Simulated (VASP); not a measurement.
## ZnSe: single point with PBE

ZnSe:

```
CELL_PARAMETERS angstrom
0.00000 -2.83380 -2.83380
0.00000 2.83380 -2.83380
5.66760 0.00000 0.00000
ATOMIC_POSITIONS crystal
Zn 0.50000 0.50000 0.55293
Zn 0.00000 0.00000 0.94707
Se 0.00000 0.50000 0.25000
Se 0.50000 0.00000 0.75000
```

This cell differs from its parent crystal: mode 7 (198.7 1/cm) frozen in, largest displacement -0.300 Å.

```json
{
  "Program": "VASP 6.6.1",
  "Task": "single point",
  "Functional": "PBE",
  "Potentials or basis": "VASP PAW PBE potentials, release 64 (Zn, Se)",
  "Cutoff": "520 eV",
  "k mesh": "8 × 8 × 6",
  "Occupations": "gaussian, width 0.05 eV",
  "Spin": "no spin polarisation"
}
```

```json
{
 "Pressure": "4.7 GPa",
 "Largest force": "2.788 eV/Å",
 "Band gap on the k mesh": "0.70 eV, direct"
}
```

Forces on the atoms (eV/Å):
```
Zn  -2.788  0.000  0.000
Zn   2.788  0.000  0.000
Se   0.000  0.000  0.000
Se   0.000  0.000  0.000
```

Stress tensor (GPa, compression positive):
```
1.35 0.00 0.00
0.00 6.37 0.00
0.00 0.00 6.37
```

Levels at points of the mesh, in eV from the valence-band top:
| k point | band 14 | band 15 | band 16 | band 17 | band 18 | band 19 | band 20 | band 21 | band 22 | band 23 |
| --- | --- | --- | --- | --- | --- | --- | --- | --- | --- | --- |
| (0.00, 0.00, 0.00) | -2.88 | -2.88 | -0.21 | 0.00 | 0.00 | 0.70 | 2.58 | 2.90 | 5.56 | 5.56 |
| (0.50, 0.00, 0.00) | -4.00 | -2.57 | -2.54 | -2.15 | -0.34 | 2.98 | 4.42 | 5.31 | 5.94 | 6.05 |
| (0.50, 0.50, 0.00) | -5.31 | -3.17 | -2.07 | -2.07 | -1.79 | 1.31 | 3.11 | 3.11 | 3.93 | 10.05 |
| (0.00, 0.00, 0.50) | -2.90 | -2.58 | -2.58 | -0.60 | -0.60 | 2.62 | 2.79 | 4.43 | 4.73 | 7.19 |
| (0.50, 0.00, 0.50) | -4.87 | -2.12 | -1.07 | -1.00 | -0.26 | 1.96 | 2.29 | 5.24 | 5.50 | 6.75 |
| (0.50, 0.50, 0.50) | -5.25 | -3.40 | -2.68 | -2.63 | -2.63 | 4.14 | 5.15 | 5.15 | 6.07 | 6.16 |

Wall time 50 s on 1 thread of Intel(R) Xeon(R) 6975P-C (Granite Rapids), with other jobs on the host, peak memory 0.26 GiB.

Caveat: the cell differs from its parent crystal (mode 7 (198.7 1/cm) frozen in, largest displacement -0.300 Å); forces of over 1 eV/Å act on the atoms, so gaps and moduli don't describe the material at rest.
